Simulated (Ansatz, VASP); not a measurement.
# One calculation of Fe, two programs

```
CELL_PARAMETERS angstrom
0.00000 1.89096 1.89096
1.89096 0.00000 1.89096
1.89096 1.89096 0.00000
ATOMIC_POSITIONS crystal
Fe 0.00000 0.00000 0.00000
```

Alike in both runs: task single point; functional PBE; k mesh 17 × 17 × 17; occupations fermi-dirac, width 0.05 eV; collinear spin.

```csv
,VASP,Ansatz
version,VASP 6.6.1,Ansatz 0.2.0
potentials or method,"VASP PAW PBE potentials, release 64 (Fe), cutoff 520 eV","plane waves (420 eV) with PAW, scalar-relativistic"
valence electrons in the cell,8,16
```

|  | VASP | Ansatz | Ansatz less VASP |
| --- | --- | --- | --- |
| pressure (GPa) | -15.3 | -15.2 | +0.07 |
| net moment per atom (μB) | 2.70 | 2.70 | +0.006 |
| size of the moment on the site where the two differ most (μB) | 2.72 | 2.77 | +0.051 |

Site moments also hang on the region over which each program counts them. VASP's potentials hold 8 valence electrons a cell and Ansatz's 16, so a difference there can come from the potentials and not from the codes.
